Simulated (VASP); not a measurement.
## BaTiO3 (Barioperovskite): single point with r2SCAN

The system is BaTiO3 (Barioperovskite).

```
Ba Ti O
1.0
     3.96133    0.00000    0.00000
     0.00000    2.93269    2.97049
     0.00000   -2.93269    2.97049
Ba Ti O
1 1 3
Direct
  0.00000 0.01501 0.01501
  0.50000 0.53297 0.53297
  0.00000 0.48500 0.48500
  0.50000 0.49454 0.96937
  0.50000 0.96937 0.49454
```

This cell differs from its parent crystal: volume scaled by 1.06, then relaxed in part.

```yaml
Program: VASP 6.6.1
Task: single point
Functional: r2SCAN
Potentials_or_basis: VASP PAW PBE potentials, release 64 (Ba_sv, Ti_sv, O)
Cutoff: 520 eV
k_mesh: 8 × 8 × 8
Occupations: gaussian, width 0.02 eV
Spin: no spin polarisation
```

* Pressure: -3.4 GPa
* Largest force: 0.214 eV/Å
* Band gap on the k mesh: 2.95 eV, indirect (least direct gap 3.59 eV)

Forces in eV/Å, atoms in the order of the input:
```
Ba   0.000  0.000 -0.044
Ti   0.000  0.000 -0.214
O    0.000  0.000  0.022
O    0.000 -0.101  0.118
O    0.000  0.101  0.118
```

Stress tensor (GPa, compression positive):
```
-3.51  0.00  0.00
 0.00 -3.27  0.00
 0.00  0.00 -3.50
```

Levels at points of the mesh, in eV from the valence-band top:
| k point | band 16 | band 17 | band 18 | band 19 | band 20 | band 21 | band 22 | band 23 | band 24 | band 25 |
| --- | --- | --- | --- | --- | --- | --- | --- | --- | --- | --- |
| (0.00, 0.00, 0.00) | -1.48 | -1.17 | -0.90 | -0.77 | -0.67 | 2.95 | 3.31 | 3.35 | 4.82 | 4.88 |
| (0.50, 0.00, 0.00) | -2.24 | -1.59 | -1.50 | -1.41 | -1.36 | 3.34 | 4.03 | 4.41 | 4.74 | 5.86 |
| (0.00, 0.50, 0.00) | -1.88 | -1.71 | -1.61 | -1.18 | -0.89 | 3.21 | 4.12 | 4.17 | 4.82 | 6.27 |
| (0.50, 0.50, 0.00) | -2.54 | -1.77 | -1.04 | -0.95 | -0.07 | 4.14 | 4.21 | 4.55 | 4.93 | 7.71 |
| (0.00, 0.50, 0.50) | -2.50 | -1.61 | -1.07 | -0.90 | -0.45 | 4.10 | 4.26 | 4.32 | 5.54 | 7.51 |
| (0.50, 0.50, 0.50) | -2.51 | -2.42 | -0.39 | -0.06 | 0.00 | 4.48 | 4.54 | 4.80 | 6.59 | 6.88 |

Wall time 5.5 min on 1 thread of AMD EPYC 9R45 96-Core Processor (Zen 5), with other jobs on the host, peak memory 0.3 GiB.

Caveat: the PAW data sets were made with another functional, which shifts forces and pressure a little; spin-orbit coupling is left out, which moves the levels of the heavy elements. A k mesh can miss the band edges.
